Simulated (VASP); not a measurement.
Zr:

```
Zr
1.0
    -1.78554    1.78554    1.78554
     1.78554   -1.78554    1.78554
     1.78554    1.78554   -1.78554
Zr
1
Direct
  0.00000 0.00000 0.00000
```

Base run:

| Property | Result |
| --- | --- |
| Program | VASP 6.6.1 |
| Functional | PBEsol |
| Potentials or basis | VASP PAW PBE potentials, release 64 (Zr_sv) |
| Cutoff | 500 eV |
| k mesh | 10 × 10 × 10 |
| Occupations | fermi-dirac, width 0.05 eV |
| Spin | no spin polarisation |

Its results: band gap on the k mesh zero (band 6 reaches 9.96 eV, above the bottom of band 7 at 8.19 eV); pressure -4.0 GPa.

Task: The run is repeated on the same cell with these changes: functional from PBEsol to RPBE. What comes out?

Result: Band gap on the k mesh zero (band 6 reaches 10.19 eV, above the bottom of band 7 at 8.41 eV); pressure 2.2 GPa.

RPBE binds less tightly than PBEsol, so the same cell stands under more pressure.

Caveats: the PAW data sets were made with another functional, which shifts forces and pressure a little.
